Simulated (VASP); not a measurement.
A run of VASP 6.6.1:

Contents of INCAR:

```
  PREC = Accurate
  ENCUT = 520
  EDIFF = 1E-8
  ISMEAR = 0
  SIGMA = 0.01
  LREAL = False
  LASPH = True
  NELM = 80
  ALGO = Normal
  ISIF = 2
  LWAVE = False
  LCHARG = False
  GGA = PS
  NBANDS = 11
  IBRION = 8
  NSW = 1
```

KPOINTS

```
regular mesh
0
Gamma
  8 8 8
```

Contents of POSCAR:

```
BP
1.0
    0.0000000000      2.2487121360      2.2487121360
    2.2487121360      0.0000000000      2.2487121360
    2.2487121360      2.2487121360      0.0000000000
B P
1 1
Direct
    0.0000000000      0.0000000000      0.0000000000
    0.7500000000      0.7500000000      0.7500000000
```

Potentials or basis: VASP PAW PBE potentials, release 64 (B, P).

Run with:

```sh
$ cat potpaw_PBE.64/B/POTCAR potpaw_PBE.64/P/POTCAR > POTCAR
$ mpirun -np 1 vasp_std > vasp.out
```

Hardware: 1 thread of Intel Xeon 8259CL, on a shared host.

Q: Estimate the wall time of this run.

A: Wall time 74 s on 1 thread of Intel Xeon 8259CL, with other jobs on the host, peak memory 0.18 GiB. Counts: scf iterations 37, k points 29.
